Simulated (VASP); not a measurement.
A run of VASP 6.6.1:

File POSCAR:

```
Al
1.0
    0.0000000000      2.0590722520      2.0590722520
    2.0590722520      0.0000000000      2.0590722520
    2.0590722520      2.0590722520      0.0000000000
Al
1
Direct
    0.0000000000      0.0000000000      0.0000000000
```

Contents of INCAR.step1:

```
PREC = Accurate
ENCUT = 520
ISMEAR = -1
SIGMA = 0.03
LREAL = False
LASPH = True
NELM = 80
NBANDS = 8
GGA = PE
ALGO = Normal
EDIFF = 1E-4
LWAVE = True
LCHARG = False
```

INCAR.step2

```
PREC = Accurate
ENCUT = 520
EDIFF = 1E-8
ISMEAR = -1
SIGMA = 0.03
LREAL = False
LASPH = True
NELM = 80
ALGO = Normal
ISIF = 2
LWAVE = False
LCHARG = False
METAGGA = R2SCAN
LMIXTAU = True
LEFG = True
NBANDS = 8
ISTART = 1
```

KPOINTS

```
Automatic mesh
0
Gamma
  15 15 15
```

Potentials or basis: VASP PAW PBE potentials, release 64 (Al).

The run is started by

```console
$ cat potpaw_PBE.64/Al/POTCAR > POTCAR
$ cp INCAR.step1 INCAR
$ mpirun -np 1 vasp_std > vasp.out
$ cp INCAR.step2 INCAR
$ mpirun -np 1 vasp_std > vasp.out
```

Hardware: 1 thread of Intel(R) Xeon(R) 6975P-C (Granite Rapids) (shared host).

**Question.** How long does it take, and how much memory?

**Answer.** It took 26 s on 1 thread of Intel(R) Xeon(R) 6975P-C (Granite Rapids), on a shared host, peak memory 0.14 GiB. Counts: k points 120.
